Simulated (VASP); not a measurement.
# Cu (I4/mmm) in VASP: single point with PBE

Aim: the single point of Cu with PBE.

Everything below comes from runs of VASP 6.6.1. Logs are shortened: lines on timing, memory, paths and dates and some standing lists are left out, and cuts for length are marked.

### Step 1. The cell of the first run

Symmetry: I4/mmm, No. 139, tetragonal system. Conventional cell: a = 2.572 Å, b = 2.572 Å, c = 3.615 Å, α = 90.00°, β = 90.00°, γ = 90.00°. Cu (site symmetry 4/mmm) has 12 Cu at 2.56 to 2.57 Å within 3.4 Å.

### Step 2. Single point, PBE

File INCAR:

```
SYSTEM = Cu
PREC = Accurate
ENCUT = 820
EDIFF = 1E-6
ISMEAR = 1
SIGMA = 0.1
LREAL = .False.
LASPH = .True.
NELM = 120
ALGO = Normal
ISIF = 2
LWAVE = .False.
LCHARG = .False.
GGA = PE
NBANDS = 26
GGA_COMPAT = .False.
```

File KPOINTS:

```
Automatic mesh
0
Gamma
  16 16 12
  0 0 0
```

File POSCAR:

```
Cu
1.0
    2.5718166196      0.0000000000      0.0000000000
    0.0000000000      2.5718166196      0.0000000000
    0.0000000000      0.0000000000      3.6145157403
Cu
2
Direct
    0.0000000000      0.0000000000      0.0000000000
    0.5000000000      0.5000000000      0.5000000000
```

Potentials or basis: VASP PAW PBE potentials, release 64 (Cu_sv_GW).

Command:

```sh
$ cat potpaw_PBE.64/Cu_sv_GW/POTCAR > POTCAR
$ mpirun -np 1 vasp_std > vasp.out
```

OUTCAR:

```text
SYSTEM = Cu
   PREC = Accurate
   ENCUT = 820
   EDIFF = 1E-6
   ISMEAR = 1
   LREAL = .False.
   LASPH = .True.
   NELM = 120
   ISIF = 2
   GGA = PE

 ion  position               nearest neighbor table
   1  0.000  0.000  0.000-   2 2.56   2 2.56   2 2.56   2 2.56   2 2.56   2 2.56   2 2.56   2 2.56

   2  0.500  0.500  0.500-   1 2.56   1 2.56   1 2.56   1 2.56   1 2.56   1 2.56   1 2.56   1 2.56

  LATTYP: Found a simple tetragonal cell.
 ALAT       =     2.5718166196
 C/A-ratio  =     1.4054329196

  Lattice vectors:

 A1 = (   2.5718166196,   0.0000000000,   0.0000000000)
 A2 = (   0.0000000000,   2.5718166196,   0.0000000000)
 A3 = (   0.0000000000,   0.0000000000,   3.6145157403)

Analysis of symmetry for initial positions (statically):
=====================================================================
 Subroutine PRICEL returns following result:

  LATTYP: Found a body centered tetragonal cell.
 ALAT       =     2.5718166196
 C/A-ratio  =     1.4054329196

  Lattice vectors:

 A1 = (  -1.2859083098,  -1.2859083098,  -1.8072578701)
 A2 = (   1.2859083098,   1.2859083098,  -1.8072578702)
 A3 = (   1.2859083098,  -1.2859083098,   1.8072578702)

   2 primitive cells build up your supercell.

 Routine SETGRP: Setting up the symmetry group for a
 simple tetragonal supercell.

 Subroutine GETGRP returns: Found 16 space group operations
 (whereof 16 operations were pure point group operations)
 out of a pool of 16 trial point group operations.

The static configuration has the point symmetry D_4h.

Analysis of symmetry for dynamics (positions and initial velocities):
=====================================================================
 Subroutine PRICEL returns following result:

  LATTYP: Found a body centered tetragonal cell.
 ALAT       =     2.5718166196
 C/A-ratio  =     1.4054329196

  Lattice vectors:

 A1 = (  -1.2859083098,  -1.2859083098,  -1.8072578701)
 A2 = (   1.2859083098,   1.2859083098,  -1.8072578702)
 A3 = (   1.2859083098,  -1.2859083098,   1.8072578702)

   2 primitive cells build up your supercell.

 Routine SETGRP: Setting up the symmetry group for a
 simple tetragonal supercell.

 Subroutine GETGRP returns: Found 16 space group operations
 (whereof 16 operations were pure point group operations)
 out of a pool of 16 trial point group operations.

[... 79 lines left out ...]
 [... further k-points ...]
   k-points           NKPTS =    315   k-points in BZ     NKDIM =    315   number of bands    NBANDS=     26
   number of dos      NEDOS =    301   number of ions     NIONS =      2
   total plane-waves  NPLWV =  20736
   dimension x,y,z NGX =    24 NGY =   24 NGZ =   36
   dimension x,y,z NGXF=    48 NGYF=   48 NGZF=   72
   ions per type =               2
   NGX,Y,Z   is equivalent  to a cutoff of  15.51, 15.51, 16.56 a.u.
   NGXF,Y,Z  is equivalent  to a cutoff of  31.03, 31.03, 33.12 a.u.
 SYSTEM =  Cu
   PREC   = accura    normal or accurate (medium, high low for compatibility)
   ISTART =      0    job   : 0-new  1-cont  2-samecut
   ICHARG =      2    charge: 1-file 2-atom 10-const
   ISPIN  =      1    spin polarized calculation?
   LNONCOLLINEAR =      F non collinear calculations
   LSORBIT =      F    spin-orbit coupling
   LASPH  =      T    aspherical Exc in radial PAW
   ENCUT  =  820.0 eV  60.27 Ry    7.76 a.u.   6.00  6.00  8.44*2*pi/ulx,y,z
   NELM   =    120;   NELMIN=  2; NELMDL= -5     # of ELM steps
   EDIFF  = 0.1E-05   stopping-criterion for ELM
   LREAL  =      F    real-space projection
[... 7 lines left out ...]
   TEBEG  =    0.0;   TEEND  =   0.0 temperature during run
   PSTRESS=    0.0 pullay stress
   NELECT =      38.0000    total number of electrons
   NUPDOWN=      -1.0000    fix difference up-down
   EMIN   =  10.00;   EMAX   =-10.00  energy-range for DOS
   EFERMI =   0.00;   METHOD = LEGACY
   ISMEAR =     1;   SIGMA  =   0.10  broadening in eV -4-tet -1-fermi 0-gaus
   EFERMI_NEDOS =   21; number of points for ismear=-14 and -15
   IALGO  =     38    algorithm
   IMIX   =      4    mixing-type and parameters
     AMIX     =   0.40;   BMIX     =  1.00
     AMIX_MAG =   1.60;   BMIX_MAG =  1.00
  volume/ion in A,a.u.               =      11.95        80.67
  Fermi-wavevector in a.u.,A,eV,Ry     =   1.910554  3.610424 49.664213  3.650217
  Thomas-Fermi vector in A             =   2.947363
   LORBIT       =      0    0 simple, 1 ext, 2 COOP (PROOUT), +10 PAW based schemes
   GGA     = PE    functional components
   LHFCALC =     F    Hartree Fock is set to
   AEXX    =    0.0000 exact exchange contribution
   IVDW    =     0    specifies the selected vdW correction
   LEPSILON=     F    determine dielectric tensor
   LRPA    =     F    only Hartree local field effects (RPA)
 non-spin polarized calculation
 Methfessel and Paxton  Order N= 1 SIGMA  =   0.10
  energy-cutoff  :      820.00
  volume of cell :       23.91
 maximum number of plane-waves:      1296
   NGX = 13   NGY = 13   NGZ = 17

 number of electron      38.0000006 magnetization

 Free energy of the ion-electron system (eV)
  ---------------------------------------------------
  ext. energy  EPLUGINS =         0.00000000
  ---------------------------------------------------
  free energy    TOTEN  =        -7.59422701 eV

  energy without entropy =       -7.59427120  energy(sigma->0) =       -7.59424174

 E-fermi :   7.4178     XC(G=0): -13.2826

 val. band max:        7.4025492487   @ k =   0.5000   0.1875   0.0000
 cond. band min:       7.4267615188   @ k =   0.4375   0.1250   0.5000
 fundamental gap:      0.0242122701
 Fermi energy:         7.4177572703

 k-point     1 :       0.0000    0.0000    0.0000
  band No.  band energies     occupation
      1    -105.1179      2.00000
      2    -105.1003      2.00000
      3     -62.5322      2.00000
      4     -62.4755      2.00000
      5     -62.4755      2.00000
      6     -62.4355      2.00000
[... 685 lines left out ...]
     25      23.4109      0.00000
     26      23.4109      0.00000

 [... further k-points ...]
[... 5 lines left out ...]
  --------------------------------------------------------------------------------------
  -------------------------------------------------------------------------------------
  Total       -0.2568767     -0.2568767     -0.2578999      0.0000000     -0.0000000      0.0000000
  in kB      -17.2149295    -17.2149295    -17.2834983      0.0000000     -0.0000000      0.0000000
  external PRESSURE =     -17.2377858 kB  Pullay stress =       0.0000000 kB

 VOLUME and BASIS-vectors are now :
 -----------------------------------------------------------------------------
  energy-cutoff  :      820.00
  volume of cell :       23.91
      direct lattice vectors                 reciprocal lattice vectors
     2.571816620  0.000000000  0.000000000     0.388830211  0.000000000  0.000000000
     0.000000000  2.571816620  0.000000000     0.000000000  0.388830211  0.000000000
     0.000000000  0.000000000  3.614515740     0.000000000  0.000000000  0.276662234

 POSITION                                       TOTAL-FORCE (eV/Angst)
 -----------------------------------------------------------------------------------
      0.00000      0.00000      0.00000         0.000000     -0.000000      0.000000
      1.28591      1.28591      1.80726        -0.000000      0.000000     -0.000000
 -----------------------------------------------------------------------------------
    total drift:                                0.000000      0.000000     -0.000000

  FREE ENERGIE OF THE ION-ELECTRON SYSTEM (eV)
  ---------------------------------------------------
  free  energy   TOTEN  =        -7.5942270137 eV

  energy  without entropy=       -7.5942712016  energy(sigma->0) =       -7.59424174
```

OSZICAR:

```text
N       E                     dE             d eps       ncg     rms          rms(c)
DAV:   1     0.827345809708E+03    0.82735E+03   -0.30120E+04 23952   0.648E+03
DAV:   2     0.718673922461E+02   -0.75548E+03   -0.72820E+03 25968   0.137E+03
DAV:   3    -0.598941736438E+01   -0.77857E+02   -0.75675E+02 29878   0.562E+02
DAV:   4    -0.914233899950E+01   -0.31529E+01   -0.31392E+01 29198   0.110E+02
DAV:   5    -0.924516106836E+01   -0.10282E+00   -0.10280E+00 27904   0.152E+01    0.115E+01
DAV:   6    -0.873515677583E+01    0.51000E+00   -0.15697E+01 23030   0.237E+02    0.777E+00
DAV:   7    -0.761874354225E+01    0.11164E+01   -0.48552E+00 23388   0.133E+02    0.230E+00
DAV:   8    -0.759567300793E+01    0.23071E-01   -0.81246E-02 29112   0.713E+00    0.431E-01
DAV:   9    -0.759459500528E+01    0.10780E-02   -0.12303E-02 26748   0.604E+00    0.167E-01
DAV:  10    -0.759422473825E+01    0.37027E-03   -0.11368E-03 28486   0.179E+00    0.616E-03
DAV:  11    -0.759422852785E+01   -0.37896E-05   -0.19755E-05 28432   0.150E-01    0.727E-03
DAV:  12    -0.759422736053E+01    0.11673E-05   -0.62318E-07 11380   0.590E-02    0.103E-03
DAV:  13    -0.759422701375E+01    0.34678E-06   -0.25435E-07 11336   0.179E-02
   1 F= -.75942270E+01 E0= -.75942417E+01  d E =0.441879E-04
```

Run time: 11 min. Hardware: 1 thread of AMD EPYC, shared host; peak memory 0.43 GiB.

What came out:

```yaml
Free_energy: -7.5942 eV
Pressure: -1.7 GPa
Band_gap_on_the_k_mesh: zero (bands 19 and 20 overlap by 8.01 eV)
```

Levels at points of the mesh, in eV from the Fermi level:
```csv
k point,band 17,band 18,band 19,band 20,band 21,band 22
"(0.00, 0.00, 0.00)",-1.58,-1.42,-1.42,1.56,7.15,12.86
"(0.50, 0.00, 0.00)",-2.13,-2.13,-0.29,-0.29,9.69,9.69
"(0.50, 0.50, 0.00)",-1.41,-1.41,1.43,1.43,6.98,6.98
"(0.00, 0.00, 0.50)",-2.29,-2.29,-1.86,-1.86,16.89,16.89
"(0.50, 0.00, 0.50)",-1.55,-1.55,-1.00,-1.00,3.71,3.71
"(0.50, 0.50, 0.50)",-1.43,-1.43,6.15,6.15,6.15,6.15
```

The gap in the log of VASP goes by the Fermi energy; the results here count the filled bands.